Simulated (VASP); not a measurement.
Si4Mo3: single point with PBE

The system is Si4Mo3.

```
Si Mo
1.0
    -3.72177    3.72177    3.72177
     3.72177   -3.72177    3.72177
     3.72177    3.72177   -3.72177
Si Mo
8 6
Direct
  0.50000 0.00000 0.33415
  0.00000 0.33415 0.50000
  0.50000 0.00000 0.83415
  0.33415 0.50000 0.00000
  0.83415 0.50000 0.00000
  0.00000 0.83415 0.50000
  0.66585 0.66585 0.66585
  0.16585 0.16585 0.16585
  0.37500 0.25000 0.62500
  0.62500 0.37500 0.25000
  0.75000 0.87500 0.12500
  0.12500 0.75000 0.87500
  0.25000 0.62500 0.37500
  0.87500 0.12500 0.75000
```

```
Program                : VASP 6.6.1
Task                   : single point
Functional             : PBE
Potentials or basis    : VASP PAW PBE potentials, release 64 (Si, Mo_sv)
Cutoff                 : 520 eV
k mesh                 : 6 × 6 × 6
Occupations            : gaussian, width 0.1 eV
Spin                   : no spin polarisation
Dipole correction      : no
Further INCAR settings : ALGO = Normal; EDIFF = 1e-07; NBANDS = 71
```

```
Pressure               : 0.2 GPa
Band gap on the k mesh : zero (band 58 reaches 11.53 eV, above the bottom of band 59 at 11.30 eV)
```

Levels at points of the mesh, in eV from the Fermi level:
```
           k point  band 54  band 55  band 56  band 57  band 58  band 59  band 60  band 61  band 62  band 63
(0.00, 0.00, 0.00)    -1.58    -1.58    -0.57    -0.57    -0.57     0.59     0.59     0.59     0.67     0.67
(0.50, 0.00, 0.00)    -1.20    -0.62    -0.62    -0.43    -0.43     0.31     0.31     0.41     0.41     0.85
(0.50, 0.50, 0.50)    -1.06    -0.80    -0.80     0.15     0.15     0.15     0.15     0.15     0.15     1.54
```

Run time: 2.9 min on 1 thread of Intel(R) Xeon(R) Platinum 8559C (Emerald Rapids), with other jobs on the host, peak memory 0.43 GiB.
